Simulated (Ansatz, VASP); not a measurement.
## Fe: VASP beside Ansatz

```
Fe
1.0
    -1.44300    1.44300    1.44300
     1.44300   -1.44300    1.44300
     1.44300    1.44300   -1.44300
Fe
1
Direct
  0.00000 0.00000 0.00000
```

Alike in both runs: task single point; functional PBE; k mesh 13 × 13 × 13; occupations gaussian, width 0.02 eV; collinear spin.

|  | VASP | Ansatz |
| --- | --- | --- |
| version | VASP 6.6.1 | Ansatz 0.2.0 |
| potentials or method | VASP PAW PBE potentials, release 64 (Fe) | Ansatz PAW |
| plane-wave cutoff (eV) | 520 | 420 |
| valence electrons in the cell | 8 | 16 |

```csv
,VASP,Ansatz,Ansatz less VASP
gap on the k mesh at the Fermi level (eV),none,none,-
pressure (GPa),-9.3,-9.6,-0.28
net moment per atom (μB),2.28,2.25,-0.029
size of the moment on the site where the two differ most (μB),2.29,2.31,+0.020
```

Site moments also hang on the region over which each program counts them. A gap of «none» marks a metal or a gap that the smearing closes. The functional is the same, so the differences come from potentials, cutoffs and numerics. VASP's potentials hold 8 valence electrons a cell and Ansatz's 16, so a difference there can come from the potentials and not from the codes.
